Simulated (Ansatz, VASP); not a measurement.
This is a calculation of Pt for Ansatz 0.2.0.

input.yaml

```yaml
crystal:
  lattice:
    - [2.7606656158, 0.0, 0.0]
    - [-1.3803328079, 2.3908065546, 0.0]
    - [0.0, 0.0, 4.792134]
  atoms:
    - { symbol: Pt, position: [0.3333333333, 0.6666666667, 0.25] }
    - { symbol: Pt, position: [0.6666666667, 0.3333333333, 0.75] }
hamiltonian:
  xc: pbesol
  pseudopotentials: { kind: paw }
kpoints:
  mp_grid: { grid: [11, 11, 6] }
scf:
  occupations: { method: fermi_dirac, width: 0.05 }
output:
  forces: true
  stress: true
  eigenvalues: true
relax:
  f_tol: 0.01
  max_steps: 40
  cell: { stress_tol: 0.05 }
```

Potentials or basis: Ansatz PAW.

Run with:

```bash
$ ansatz run input.yaml --threads 2 --pin off --max-ram 5632MiB --backend cpu --events-out ev --progress --plain --runs-dir out
```

Task: Translate it to VASP 6.6.1. Potentials there: VASP PAW PBE potentials, release 64 (Pt).

Result: As run (the cutoff follows the program's own potentials):

File INCAR:

```
  PREC = Accurate
  ENCUT = 600
  EDIFF = 1E-6
  ISMEAR = -1
  SIGMA = 0.05
  LREAL = False
  LASPH = True
  NELM = 80
  ALGO = Fast
  ISIF = 3
  LWAVE = False
  LCHARG = False
  GGA = PS
  IBRION = 2
  NSW = 60
  EDIFFG = -0.01
```

KPOINTS

```
Automatic mesh
0
Gamma
  11 11 6
```

File POSCAR:

```
Pt
1.0
    2.7606656158      0.0000000000      0.0000000000
   -1.3803328079      2.3908065546      0.0000000000
    0.0000000000      0.0000000000      4.7921340000
Pt
2
Direct
    0.3333333333      0.6666666667      0.2500000000
    0.6666666667      0.3333333333      0.7500000000
```

Potentials or basis: VASP PAW PBE potentials, release 64 (Pt).

The run is started by

```bash
$ cat potpaw_PBE.64/Pt/POTCAR > POTCAR
$ mpirun -np 1 vasp_std > vasp.out
```

Both were run:

|  | VASP | Ansatz | Ansatz less VASP |
| --- | --- | --- | --- |
| gap on the k mesh at the Fermi level, each at its own relaxed structure (eV) | none | none | - |
| relaxed volume (Å³/atom) | 15.12 | 15.14 | +0.016 |
| relaxed cell length with the largest relative difference (Å) | 4.680 | 4.684 | +0.0040 |

VASP's potentials were made for PBE, not for PBEsol. A gap of «none» marks a metal or a gap that the smearing closes. VASP's potentials hold 20 valence electrons a cell and Ansatz's 36, so a difference there can come from the potentials and not from the codes.

Neither program's run includes spin-orbit coupling. Noted on Ansatz's run: the plane-wave basis is chosen anew once the cell has moved, so the energies of steps on either side of that aren't comparable.
